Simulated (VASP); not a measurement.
# Zn (P6_3/mmc) in VASP: a series of runs, part 2 of 2

VASP 6.6.1. The steps go on from the part before.

### Step 3. Single point, BLYP

Input file INCAR:

```
SYSTEM = Zn
AGGAC = 1.0 ; AGGAX = 1.0
ALDAC = 0.0 ; ALDAX = 1.0
ALGO = Fast ; EDIFF = 1E-6
ENCUT = 520 ; GGA = B5
ISIF = 2 ; ISMEAR = -1
LASPH = .True. ; LCHARG = .False.
LREAL = .False. ; LWAVE = .False.
NBANDS = 19 ; NELM = 100
PREC = Accurate ; SIGMA = 0.05
```

Input file KPOINTS:

```
k-points
0
Gamma
  7 7 3
  0 0 0
```

Input file POSCAR:

```
Zn
1.0
    2.6700000000      0.0000000000      0.0000000000
   -1.3350000000      2.3122878281      0.0000000000
    0.0000000000      0.0000000000      4.9660000000
Zn
2
Direct
    0.6666666667      0.3333333333      0.7500000000
    0.3333333333      0.6666666667      0.2500000000
```

Potentials or basis: VASP PAW PBE potentials, release 64 (Zn).

The run is started by

```bash
$ cat potpaw_PBE.64/Zn/POTCAR > POTCAR
$ mpirun -np 1 vasp_std > vasp.out
```

OUTCAR:

```text
SYSTEM = Zn
   EDIFF = 1E-6
   ENCUT = 520
   GGA = B5
   ISIF = 2
   ISMEAR = -1
   LASPH = .True.
   LREAL = .False.
   NELM = 100
   PREC = Accurate

 ion  position               nearest neighbor table
   1  0.667  0.333  0.750-   2 2.92   2 2.92   2 2.92   2 2.92   2 2.92   2 2.92
   2  0.333  0.667  0.250-   1 2.92   1 2.92   1 2.92   1 2.92   1 2.92   1 2.92

  LATTYP: Found a hexagonal cell.
 ALAT       =     2.6700000000
 C/A-ratio  =     1.8599250936

  Lattice vectors:

 A1 = (   2.6700000000,   0.0000000000,   0.0000000000)
 A2 = (  -1.3350000000,   2.3122878281,   0.0000000000)
 A3 = (   0.0000000000,   0.0000000000,   4.9660000000)

Analysis of symmetry for initial positions (statically):
=====================================================================
 Subroutine PRICEL returns:
 Original cell was already a primitive cell.

 Routine SETGRP: Setting up the symmetry group for a
 hexagonal supercell.

 Subroutine GETGRP returns: Found 24 space group operations
[... 154 lines left out ...]
  ---------------------------------------------------
  free energy    TOTEN  =        -0.73520706 eV

  energy without entropy =       -0.72758919  energy(sigma->0) =       -0.73139813

 E-fermi :   3.5423     XC(G=0): -10.9587

 val. band max:        3.4792255680   @ k =   0.2857   0.1429   0.0000
 cond. band min:       3.6339558369   @ k =   0.2857   0.2857   0.3333
 fundamental gap:      0.1547302689
 Fermi energy:         3.5423054308

 k-point     1 :       0.0000    0.0000    0.0000
  band No.  band energies     occupation
      1      -6.7752      2.00000
      2      -5.1934      2.00000
      3      -4.5412      2.00000
      4      -4.3166      2.00000
      5      -4.3166      2.00000
      6      -4.2693      2.00000
[... 329 lines left out ...]
      6      -4.1708      2.00000
[... 11 lines left out ...]
     18      14.9331      0.00000
     19      16.7905      0.00000

------------------------ aborting loop because EDIFF is reached ----------------------------------------

  FORCE on cell =-STRESS in cart. coord.  units (eV):
  Direction    XX          YY          ZZ          XY          YZ          ZX
  --------------------------------------------------------------------------------------
  -------------------------------------------------------------------------------------
  Total        0.7075678      0.7075678      1.7746955      0.0000000     -0.0000000      0.0000000
  in kB       36.9759001     36.9759001     92.7415938      0.0000000     -0.0000000      0.0000000
  external PRESSURE =      55.5644646 kB  Pullay stress =       0.0000000 kB

 VOLUME and BASIS-vectors are now :
 -----------------------------------------------------------------------------
  energy-cutoff  :      520.00
  volume of cell :       30.66
      direct lattice vectors                 reciprocal lattice vectors
     2.670000000  0.000000000  0.000000000     0.374531835  0.216236056  0.000000000
    -1.335000000  2.312287828  0.000000000     0.000000000  0.432472112  0.000000000
     0.000000000  0.000000000  4.966000000     0.000000000  0.000000000  0.201369311

 POSITION                                       TOTAL-FORCE (eV/Angst)
 -----------------------------------------------------------------------------------
      1.33500      0.77076      3.72450         0.000000      0.000000     -0.000000
     -0.00000      1.54153      1.24150        -0.000000      0.000000      0.000000
 -----------------------------------------------------------------------------------
    total drift:                               -0.000000      0.000000      0.000000

  FREE ENERGIE OF THE ION-ELECTRON SYSTEM (eV)
  ---------------------------------------------------
  free  energy   TOTEN  =        -0.7352070591 eV

  energy  without entropy=       -0.7275891928  energy(sigma->0) =       -0.73139813
```

OSZICAR:

```text
N       E                     dE             d eps       ncg     rms          rms(c)
DAV:   1     0.118134184207E+03    0.11813E+03   -0.12053E+04   616   0.197E+03
DAV:   2     0.484045329443E+01   -0.11329E+03   -0.10902E+03   611   0.300E+02
DAV:   3    -0.910389436343E+00   -0.57508E+01   -0.57299E+01   703   0.741E+01
DAV:   4    -0.948131463242E+00   -0.37742E-01   -0.37731E-01   655   0.631E+00
DAV:   5    -0.948184867753E+00   -0.53405E-04   -0.53405E-04   708   0.214E-01    0.367E+00
RMM:   6    -0.748284128454E+00    0.19990E+00   -0.75561E-01   691   0.103E+01    0.268E+00
RMM:   7    -0.739719240372E+00    0.85649E-02   -0.21904E-02   719   0.208E+00    0.135E+00
RMM:   8    -0.735170995608E+00    0.45482E-02   -0.68859E-03   670   0.716E-01    0.122E-01
RMM:   9    -0.735258035400E+00   -0.87040E-04   -0.21088E-03   726   0.644E-01    0.107E-01
RMM:  10    -0.735204492500E+00    0.53543E-04   -0.30599E-04   725   0.190E-01    0.521E-03
RMM:  11    -0.735207284922E+00   -0.27924E-05   -0.24708E-05   708   0.515E-02    0.315E-03
RMM:  12    -0.735207059089E+00    0.22583E-06   -0.33621E-06   573   0.207E-02
   1 F= -.73520706E+00 E0= -.73139813E+00  d E =-.761787E-02
```

stdout:

```text
POSCAR found type information on POSCAR Zn
 POSCAR found :  1 types and       2 ions
 scaLAPACK will be used
 -----------------------------------------------------------------------------
|                                                                             |
|                                                                             |
|     You enforced a specific xc type in the INCAR file but a different       |
|     I HOPE YOU KNOW WHAT YOU ARE DOING!                                     |
|                                                                             |
 -----------------------------------------------------------------------------

 LDA part: xc-table for (Slater(with rela. corr.)+VWN5), standard interpolation
 POSCAR, INCAR and KPOINTS ok, starting setup
 FFT: planning ... GRIDC
 FFT: planning ... GRID_SOFT
 FFT: planning ... GRID
 WAVECAR not read
 entering main loop
```

It took 39 s on 1 thread of Intel Xeon 8259CL, shared host; peak memory 0.13 GiB.

Results:

- Free energy: -0.7352 eV
- Pressure: 5.6 GPa
- Band gap on the k mesh: zero (bands 12 and 13 overlap by 4.61 eV)

Stress tensor (GPa, compression positive):
```
3.70 0.00 0.00
0.00 3.70 0.00
0.00 0.00 9.27
```

Levels at points of the mesh, in eV from the Fermi level:
```csv
k point,band 10,band 11,band 12,band 13,band 14,band 15
"(0.00, 0.00, 0.00)",-7.28,-7.28,-3.44,-3.23,13.34,17.13
```

Caveat: the k points lie up to 0.42 Å⁻¹ apart, too coarse for converged energies and pressures of a metal; the PAW data sets were made with another functional, which shifts forces and pressure a little.

### Step 4. Single point, r2SCAN

POSCAR is that of step 3.

Input file INCAR.step1:

```
SYSTEM = Zn
  PREC = Accurate
  ENCUT = 520
  ISMEAR = -1
  SIGMA = 0.05
  LREAL = .False.
  LASPH = .True.
  NELM = 60
  NBANDS = 19
  GGA = PE
  ALGO = Normal
  EDIFF = 1E-4
  LWAVE = .True.
  LCHARG = .False.
```

Input file INCAR.step2:

```
SYSTEM = Zn
  PREC = Accurate
  ENCUT = 520
  EDIFF = 1E-6
  ISMEAR = -1
  SIGMA = 0.05
  LREAL = .False.
  LASPH = .True.
  NELM = 60
  ALGO = Normal
  ISIF = 2
  LWAVE = .False.
  LCHARG = .True.
  METAGGA = R2SCAN
  LMIXTAU = .True.
  LELF = .True.
  LVHAR = .True.
  NBANDS = 19
  ISTART = 1
```

Input file KPOINTS:

```
Automatic mesh
0
Gamma
  7 7 3
  0 0 0
```

The run is started by

```bash
$ cat potpaw_PBE.64/Zn/POTCAR > POTCAR
$ cp INCAR.step1 INCAR
$ mpirun -np 1 vasp_std > vasp.out
$ cp INCAR.step2 INCAR
$ mpirun -np 1 vasp_std > vasp.out
```

Wall time 1.8 min (1 thread of Intel Xeon 8259CL, shared host); peak memory 0.15 GiB.

The run converged. Its results:

| Item | Value |
| --- | --- |
| Free energy | -17.8278 eV |
| Pressure | -4.8 GPa |
| Band gap on the k mesh | zero (bands 12 and 13 overlap by 4.62 eV) |

Stress tensor (GPa, compression positive):
```
-5.56  0.00  0.00
 0.00 -5.56  0.00
 0.00  0.00 -3.29
```

Levels at points of the mesh, in eV from the Fermi level:
| k point | band 10 | band 11 | band 12 | band 13 | band 14 | band 15 |
| --- | --- | --- | --- | --- | --- | --- |
| (0.00, 0.00, 0.00) | -7.44 | -7.44 | -3.82 | -3.21 | 14.19 | 17.72 |

Caveat: the k points lie up to 0.42 Å⁻¹ apart, too coarse for converged energies and pressures of a metal; the PAW data sets were made with another functional, which shifts forces and pressure a little.

### Step 5. Single point, PBEsol

This run uses another cell than the first one, of 12.04 Å³/atom.

Input file INCAR:

```
SYSTEM = Zn
PREC = Accurate
ENCUT = 520
EDIFF = 1E-6
ISMEAR = -1
SIGMA = 0.05
LREAL = .FALSE.
LASPH = .TRUE.
NELM = 80
ALGO = Normal
ISIF = 2
LWAVE = .FALSE.
LCHARG = .TRUE.
GGA = PS
LELF = .TRUE.
LVHAR = .TRUE.
NBANDS = 19
```

Input file KPOINTS:

```
Automatic mesh
0
G
  11 11 6
  0 0 0
```

Input file POSCAR:

```
Zn
1.0
    2.5576482517      0.0000000000      0.0000000000
   -1.2788241258      2.2149883599      0.0000000000
    0.0000000000      0.0000000000      4.2494609235
Zn
2
Direct
    0.6666666667      0.3333333333      0.7500000000
    0.3333333333      0.6666666667      0.2500000000
```

The run is started by

```bash
$ cat potpaw_PBE.64/Zn/POTCAR > POTCAR
$ mpirun -np 1 vasp_std > vasp.out
```

Run time: 39 s. Hardware: 1 thread of Intel Xeon 8259CL, shared host; peak memory 0.15 GiB.

It converged, with:

| Quantity | Value |
| --- | --- |
| Free energy | -2.9621 eV |
| Pressure | 20.8 GPa |
| Band gap on the k mesh | zero (bands 12 and 13 overlap by 2.80 eV) |

Stress tensor (GPa, compression positive):
```
20.85  0.00  0.00
 0.00 20.85  0.00
 0.00  0.00 20.72
```

Levels at points of the mesh, in eV from the Fermi level:
```
           k point  band 8  band 9  band 10  band 11  band 12  band 13  band 14  band 15  band 16  band 17
(0.00, 0.00, 0.00)   -8.40   -8.40    -7.88    -7.88    -4.62    -1.67    17.69    17.69    18.93    19.57
(0.00, 0.00, 0.50)   -8.79   -8.05    -8.05    -8.05    -8.05     7.65     7.65    19.59    19.59    19.59
```

Caveat: the cell stands under pressure; the PAW data sets were made with another functional, which shifts forces and pressure a little.

### Step 6. The runs side by side

| level | cell | k mesh | gap on the mesh (eV) | pressure (GPa) |
| --- | --- | --- | --- | --- |
| revPBE | a = 2.670, b = 2.670, c = 4.966 Å, angles 90.0, 90.0, 120.0°, 2 atoms | 7 × 7 × 3 | none | 1.6 |
| BLYP | a = 2.670, b = 2.670, c = 4.966 Å, angles 90.0, 90.0, 120.0°, 2 atoms | 7 × 7 × 3 | none | 5.6 |
| r2SCAN | a = 2.670, b = 2.670, c = 4.966 Å, angles 90.0, 90.0, 120.0°, 2 atoms | 7 × 7 × 3 | none | -4.8 |
| PBEsol | a = 2.558, b = 2.558, c = 4.249 Å, angles 90.0, 90.0, 120.0°, 2 atoms | 11 × 11 × 6 | none | 20.8 |

Alike in all rows: task single point; potentials or basis VASP PAW PBE potentials, release 64 (Zn); no spin polarisation; cutoff (eV) 520; smearing fermi-dirac 0.05 eV.

Caveats: some runs use coarse meshes; the PAW data sets were made with another functional, which shifts forces and pressure a little; the cell stands under pressure (at least some runs).

Absolute energies hang on the potentials; compare differences alone.
